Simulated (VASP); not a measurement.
Write the native input for VASP 6.6.1 that does the following.

| Quantity | Value |
| --- | --- |
| Task | single point |
| Functional | r2SCAN |
| Potentials or basis | VASP PAW PBE potentials, release 64 (Ba_sv) |
| Cutoff | 520 eV |
| k mesh | 8 × 8 × 7 |
| Occupations | methfessel-paxton, width 0.1 eV |
| Spin | no spin polarisation |
| Dipole correction | no |
| Further INCAR settings | ALGO = Normal; EDIFF = 1e-07; NBANDS = 11 |

Crystal: Ba.

```xyz
1
Lattice="4.2827 0.0000 0.0000 -2.1413 3.7089 0.0000 0.0000 0.0000 3.8871" Properties=species:S:1:pos:R:3 pbc="T T T"
Ba    0.0000    0.0000    0.0000
```

This isn't the form of Ba at room conditions, which is bcc.

The input as run:

POSCAR

```
Ba
1.0
    4.2826761214      0.0000000000      0.0000000000
   -2.1413380607      3.7089060637      0.0000000000
    0.0000000000      0.0000000000      3.8871476918
Ba
1
Direct
    0.0000000000      0.0000000000      0.0000000000
```

INCAR.step1

```
PREC = Accurate
ENCUT = 520
ISMEAR = 1
SIGMA = 0.1
LREAL = F
LASPH = T
NELM = 60
NBANDS = 11
GGA = PE
ALGO = Normal
EDIFF = 1E-4
LWAVE = T
LCHARG = F
```

INCAR.step2

```
PREC = Accurate
ENCUT = 520
EDIFF = 1E-7
ISMEAR = 1
SIGMA = 0.1
LREAL = F
LASPH = T
NELM = 60
ALGO = Normal
ISIF = 2
LWAVE = F
LCHARG = F
METAGGA = R2SCAN
LMIXTAU = T
NBANDS = 11
ISTART = 1
```

KPOINTS

```
Automatic mesh
0
Gamma
  8 8 7
```

Potentials or basis: VASP PAW PBE potentials, release 64 (Ba_sv).

Launch:

```console
$ cat potpaw_PBE.64/Ba_sv/POTCAR > POTCAR
$ cp INCAR.step1 INCAR
$ mpirun -np 1 vasp_std > vasp.out
$ cp INCAR.step2 INCAR
$ mpirun -np 1 vasp_std > vasp.out
```

It gave:

```
Pressure               : 0.2 GPa
Band gap on the k mesh : zero (bands 5 and 6 overlap by 0.31 eV)
```

Caveat: the PAW data sets were made with another functional, which shifts forces and pressure a little; spin-orbit coupling is left out, which moves the levels of the heavy elements.

It took 78 s on 1 thread of AMD EPYC 7R13 Processor (Zen 3), on a shared host, peak memory 0.15 GiB.
